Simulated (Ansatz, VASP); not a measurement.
## SiB2: VASP beside Ansatz

File INCAR:

```
SYSTEM = SiB2
  ALGO = Normal
  EDIFF = 1E-6
  EDIFFG = -0.04
  ENCUT = 600
  GGA = PE
  IBRION = 2
  ISIF = 3
  ISMEAR = 0
  LASPH = .TRUE.
  LCHARG = .FALSE.
  LREAL = .FALSE.
  LWAVE = .FALSE.
  NELM = 60
  NSW = 90
  PREC = Accurate
  SIGMA = 0.1
```

KPOINTS

```
k-points
0
G
  6 6 4
  0 0 0
```

POSCAR

```
SiB2
1.0
    4.3862493400      0.0000000000      0.0000000000
   -2.1931246700      3.7986033600      0.0000000000
    0.0000000000      0.0000000000      4.0698756700
Si B
2 4
Direct
    0.6666666700      0.3333333300      0.5000000000
    0.3333333300      0.6666666700      0.5000000000
    0.3396250200      0.3396250200      0.0000000000
    0.0000000000      0.6603749800      0.0000000000
    0.6603749800      0.0000000000      0.0000000000
    0.0000000000      0.0000000000      0.5000000000
```

Input for Ansatz:

```yaml
crystal:
  lattice:
    - [4.38624934, 0.0, 0.0]
    - [-2.19312467, 3.79860336, 0.0]
    - [0.0, 0.0, 4.06987567]
  atoms:
    - { symbol: Si, position: [0.66666667, 0.33333333, 0.5] }
    - { symbol: Si, position: [0.33333333, 0.66666667, 0.5] }
    - { symbol: B, position: [0.33962502, 0.33962502, 0.0] }
    - { symbol: B, position: [0.0, 0.66037498, 0.0] }
    - { symbol: B, position: [0.66037498, 0.0, 0.0] }
    - { symbol: B, position: [0.0, 0.0, 0.5] }
basis:
  ecutwfc: 420
kpoints:
  mp_grid: { grid: [6, 6, 4] }
hamiltonian:
  xc: pbe
scf:
  occupations: { method: gaussian, width: 0.1 }
  lower_state_search: "off"
output:
  forces: true
  stress: true
  eigenvalues: true
relax:
  adjacent_minimum: "off"
  f_tol: 0.04
  max_steps: 70
  cell: { stress_tol: 0.4 }
```

Change from the starting cell: species swapped into the Mg2Cd type (P-62m, No. 189).

Alike in both runs: task relaxation of cell and atoms; functional PBE; k mesh 6 × 6 × 4; occupations gaussian, width 0.1 eV; no spin polarisation.

```csv
,VASP,Ansatz
version,VASP 6.6.1,Ansatz 0.2.0
potentials or method,"VASP PAW PBE potentials, release 64 (Si, B), cutoff 600 eV","scalar-relativistic, plane waves, PAW"
valence electrons in the cell,20,20
```

```tsv
	VASP	Ansatz	Ansatz less VASP
gap on the k mesh at the Fermi level, each at its own relaxed structure (eV)	none	none	-
relaxed volume (Å³/atom)	9.27	9.29	+0.022
relaxed length of the cell vector where the two differ most in proportion (Å)	4.796	4.801	+0.0045
```

A gap of «none» marks a metal or a gap that the smearing closes.

The k mesh is coarse, so the values compare programs but aren't converged. Noted on VASP's run: the volume moved by over 15 % at a fixed basis, so the end points are rough; too few bands were computed for a metal, which touches its energy and stress.
